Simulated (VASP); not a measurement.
Pd, 1 atom in the cell. It takes space group Fm-3m (No. 225, cubic). The conventional cell has a = 3.919 Å, b = 3.919 Å, c = 3.919 Å, α = 90.00°, β = 90.00°, γ = 90.00°. Within 3.7 Å of Pd (site symmetry m-3m) lie 12 Pd at 2.77 Å. 

| Item | Value |
| --- | --- |
| Program | VASP 6.6.1 |
| Task | single point |
| Functional | HF |
| Potentials or basis | VASP PAW PBE potentials, release 64 (Pd) |
| Cutoff | 520 eV |
| k mesh | 6 × 6 × 6 |
| Occupations | fermi-dirac, width 0.05 eV |
| Spin | no spin polarisation |
| Dipole correction | no |
| Grid for exact exchange (PRECFOCK) | Normal |
| Further INCAR settings | ALGO = Normal; EDIFF = 1e-06; NBANDS = 11 |
| Share of exact exchange | 1 |

Potentials or basis: VASP PAW PBE potentials, release 64 (Pd).

Launch:

```sh
$ cat potpaw_PBE.64/Pd/POTCAR > POTCAR
$ cp INCAR.step1 INCAR
$ mpirun -np 1 vasp_std > vasp.out
$ cp INCAR.step2 INCAR
$ mpirun -np 1 vasp_std > vasp.out
```

Hardware: 1 thread of Intel(R) Xeon(R) Platinum 8259CL CPU @ 2.50GHz (Skylake/Cascade Lake) (shared host).

**Question.** Estimate the wall time of this run.

**Answer.** It took 8.2 min on 1 thread of Intel(R) Xeon(R) Platinum 8259CL CPU @ 2.50GHz (Skylake/Cascade Lake), on a shared host, peak memory 0.15 GiB. Counts: k points 16.
